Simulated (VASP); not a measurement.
The system is AgCl.

```
Ag Cl
1.0
    -2.39525    2.39525    1.30754
     2.39525   -2.39525    1.30754
     2.39525    2.39525   -1.30754
Ag Cl
1 1
Direct
  0.00000 0.00000 0.00000
  0.25000 0.75000 0.50000
```

| Property | Result |
| --- | --- |
| Program | VASP 6.6.1 |
| Task | relaxation of cell and atoms |
| Functional | PBE |
| Potentials or basis | VASP PAW PBE potentials, release 64 (Ag, Cl) |
| Cutoff | 600 eV |
| k mesh | 8 × 8 × 8 |
| Occupations | gaussian, width 0.1 eV |
| Spin | no spin polarisation |

At the start: pressure 40.0 GPa; volume 15.00 Å³/atom.

Problem. How do energy, volume and symmetry change on relaxing?

Solution. Over 13 steps the energy falls by 801.8 meV/atom and the volume is 23.96 Å³/atom (+59.7 %); space group I-4m2 (No. 119, to 0.05 Å).

The path:
```
step  energy change (eV)  largest force (eV/Å)  pressure (GPa)  volume (Å³)
   1              0.0000                0.0000           39.99        30.01
   2             -1.3948                0.0000           -3.89        49.02
   3             -1.4236                0.0000           -0.43        43.41
   4             -1.4288                0.0000           -2.13        45.59
   5             -1.4296                0.0000           -1.93        45.24
   6             -1.5168                0.0000           -0.30        44.06
   7             -1.5483                0.0000            2.39        42.63
   8             -1.5759                0.0000            1.01        44.48
   9             -1.5916                0.0000           -0.38        46.95
  10             -1.5928                0.0000           -0.81        47.84
  11             -1.6017                0.0000           -0.20        47.91
  12             -1.6036                0.0000            0.25        47.92
  13             -1.6036                0.0000            0.23        47.92
```

Final structure:
```yaml
crystal:
  lattice:
    - [-2.42938, 2.42938, 2.02990]
    - [2.42938, -2.42938, 2.02990]
    - [2.42938, 2.42938, -2.02990]
  atoms:
    - { symbol: Ag, position: [0.00000, 0.00000, 0.00000] }
    - { symbol: Cl, position: [0.25000, 0.75000, 0.50000] }
```

Caveat: the volume moved by over 15 % at a fixed basis, so the end points are rough.
